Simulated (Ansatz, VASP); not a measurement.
One calculation of LiTaH4, two programs

```xyz
6
Lattice="3.5285 0.0000 0.0000 0.0000 3.5285 0.0000 0.0000 0.0000 5.7085" Properties=species:S:1:pos:R:3 pbc="T T T"
Li    1.7643    1.7643    2.8543
Ta    0.0000    0.0000    0.0000
H     0.0000    0.0000    3.8286
H     1.7643    0.0000    0.0000
H     0.0000    1.7643    0.0000
H     0.0000    0.0000    1.8799
```

Alike in both runs: functional PBE; k mesh 4 × 4 × 4; occupations gaussian, width 0.1 eV; no spin polarisation.

Ansatz relaxed the structure, and its values are those at the end. VASP's run is a single point on that final structure, the one shown.

|  | VASP | Ansatz |
| --- | --- | --- |
| version | VASP 6.6.1 | Ansatz 0.2.0 |
| potentials or method | VASP PAW PBE potentials, release 64 (Li_sv, Ta_pv, H), cutoff 520 eV | scalar-relativistic, plane waves, PAW |
| valence electrons in the cell | 18 | 20 |

```csv
,VASP,Ansatz,Ansatz less VASP
gap on the k mesh at the Fermi level (eV),none,none,-
rms of the force components (eV/Å),0.006,0.008,+0.0015
```

A gap of «none» marks a metal or a gap that the smearing closes. VASP's potentials hold 18 valence electrons a cell and Ansatz's 20, so a difference there can come from the potentials and not from the codes.

The k mesh is coarse, so the values compare programs but aren't converged. Neither program's run includes spin-orbit coupling. Noted on VASP's run: the cutoff is short for stress, so the pressure is rough.
